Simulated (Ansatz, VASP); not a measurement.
**Te2Pt: VASP beside Ansatz**

```
Te Pt
1.0
     3.97379    0.00000    0.00000
    -1.98690    3.44141    0.00000
     0.00000    0.00000   18.81652
Te Pt
2 1
Direct
  0.33333 0.66667 0.42516
  0.66667 0.33333 0.57484
  0.00000 0.00000 0.50000
```

Alike in both runs: task single point; functional PBE; k mesh 12 × 12 × 1; occupations gaussian, width 0.03 eV; no spin polarisation.

|  | VASP | Ansatz |
| --- | --- | --- |
| version | VASP 6.6.1 | Ansatz 0.2.0 |
| potentials or method | VASP PAW PBE potentials, release 64 (Te, Pt), cutoff 400 eV | scalar-relativistic, plane waves, PAW |
| valence electrons in the cell | 22 | 50 |

VASP gave:

| Item | Value |
| --- | --- |
| gap on the k mesh at the Fermi level (eV) | 0.66 |
| least direct gap on the mesh (eV) | 1.24 |
| rms of the force components (eV/Å) | 0.030 |

Task: Which values does Ansatz return?

Result: gap on the k mesh at the Fermi level (eV): 0.66; least direct gap on the mesh (eV): 1.24; rms of the force components (eV/Å): 0.039.

The functional is the same, so the differences come from potentials, cutoffs and numerics. VASP's potentials hold 22 valence electrons a cell and Ansatz's 50, so a difference there can come from the potentials and not from the codes.

Spin-orbit coupling is off throughout.
